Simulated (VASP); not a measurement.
Input of a VASP 6.6.1 run:

The input INCAR:

```
  ALGO = Normal
  EDIFF = 1E-7
  ENCUT = 520
  GGA = PS
  ISIF = 2
  ISMEAR = 0
  LASPH = True
  LCHARG = True
  LELF = True
  LREAL = False
  LVHAR = True
  LWAVE = False
  NBANDS = 24
  NELM = 80
  PREC = Accurate
  SIGMA = 0.01
```

KPOINTS

```
k-points
0
Gamma
  6 6 6
```

POSCAR

```
K2ICl
1.0
    2.3574210133      1.3610576566      7.7636043720
   -2.3574210133      1.3610576566      7.7636043720
    0.0000000000     -2.7221153133      7.7636043720
Cl I K
1 1 2
Direct
    1.0000000000      0.0000000000      0.0000000000
    0.5000000000      0.5000000000      0.5000000000
    0.2599441828      0.2599441828      0.2599441828
    0.7400558172      0.7400558172      0.7400558172
```

Potentials or basis: VASP PAW PBE potentials, release 64 (Cl, I, K_sv).

Run with:

```bash
$ cat potpaw_PBE.64/Cl/POTCAR potpaw_PBE.64/I/POTCAR potpaw_PBE.64/K_sv/POTCAR > POTCAR
$ mpirun -np 1 vasp_std > vasp.out
```

(1) Predict the largest force.

(2) What does it give for the band gap on the k mesh?

(3) Predict the pressure.

Results:

(1) 0.026 eV/Å.

(2) 3.67 eV, direct.

(3) -0.4 GPa.

Caveat: the PAW data sets were made with another functional, which shifts forces and pressure a little; spin-orbit coupling is left out, which moves the levels of the heavy elements.
